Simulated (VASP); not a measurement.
Au, 1 atom in the cell. It takes space group Fm-3m (No. 225, cubic). Conventional cell: a = 4.072 Å, b = 4.072 Å, c = 4.072 Å, α = 90.00°, β = 90.00°, γ = 90.00°. Au (site symmetry m-3m) has 12 Au at 2.88 Å within 3.8 Å. 

```yaml
Program: VASP 6.6.1
Task: single point
Functional: PBE
Potentials_or_basis: VASP PAW PBE potentials, release 64 (Au)
Cutoff: 520 eV
k_mesh: 23 × 23 × 23
Occupations: fermi-dirac, width 0.0612256 eV
Spin: no spin polarisation
Dipole_correction: no
Further_INCAR_settings: ALGO = Normal; EDIFF = 1e-07; NBANDS = 12
```

Potentials or basis: VASP PAW PBE potentials, release 64 (Au).

Command:

```console
$ cat potpaw_PBE.64/Au/POTCAR > POTCAR
$ mpirun -np 1 vasp_std > vasp.out
```

Hardware: 1 thread of Intel(R) Xeon(R) Platinum 8488C (Sapphire Rapids) (shared host).

Task: How long does it take, and how much memory?

Result: Run time: 51 s on 1 thread of Intel(R) Xeon(R) Platinum 8488C (Sapphire Rapids), with other jobs on the host, peak memory 0.2 GiB. Counts: scf iterations 11, k points 364.
